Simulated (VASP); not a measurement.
Crystal: Ni.

```
CELL_PARAMETERS angstrom
-1.38372 1.38372 1.38372
1.38372 -1.38372 1.38372
1.38372 1.38372 -1.38372
ATOMIC_POSITIONS crystal
Ni 0.00000 0.00000 0.00000
```

| Quantity | Value |
| --- | --- |
| Program | VASP 6.6.1 |
| Task | relaxation of cell and atoms |
| Functional | revPBE |
| Potentials or basis | VASP PAW PBE potentials, release 64 (Ni) |
| Cutoff | 600 eV |
| k mesh | 13 × 13 × 13 |
| Occupations | fermi-dirac, width 0.05 eV |
| Spin | collinear spin, ferromagnetic start |
| Starting moments | [1.0] μB |

At the start: pressure 11.9 GPa; volume 10.60 Å³/atom.

Question: How do energy, volume and symmetry change on relaxing?

Answer: Over 3 steps the energy falls by 22.5 meV/atom and the volume is 11.24 Å³/atom (+6.1 %); space group Im-3m (No. 229, to 0.05 Å); moment 0.60 μB per cell.

Step by step:
| step | energy change (eV) | largest force (eV/Å) | pressure (GPa) | volume (Å³) |
| --- | --- | --- | --- | --- |
| 1 | 0.0000 | 0.0000 | 11.88 | 10.60 |
| 2 | -0.0063 | 0.0000 | -8.07 | 11.85 |
| 3 | -0.0225 | 0.0000 | -0.04 | 11.24 |

Final structure:
```cif
data_structure
_symmetry_space_group_name_H-M 'P 1'
_symmetry_Int_Tables_number 1
_cell_length_a 2.4445
_cell_length_b 2.4445
_cell_length_c 2.4445
_cell_angle_alpha 109.471
_cell_angle_beta 109.471
_cell_angle_gamma 109.471
_cell_volume 11.24
loop_
_atom_site_label
_atom_site_type_symbol
_atom_site_fract_x
_atom_site_fract_y
_atom_site_fract_z
_atom_site_occupancy
Ni1 Ni 0.00000 0.00000 0.00000 1
```

Caveat: the PAW data sets were made with another functional, which shifts forces and pressure a little.
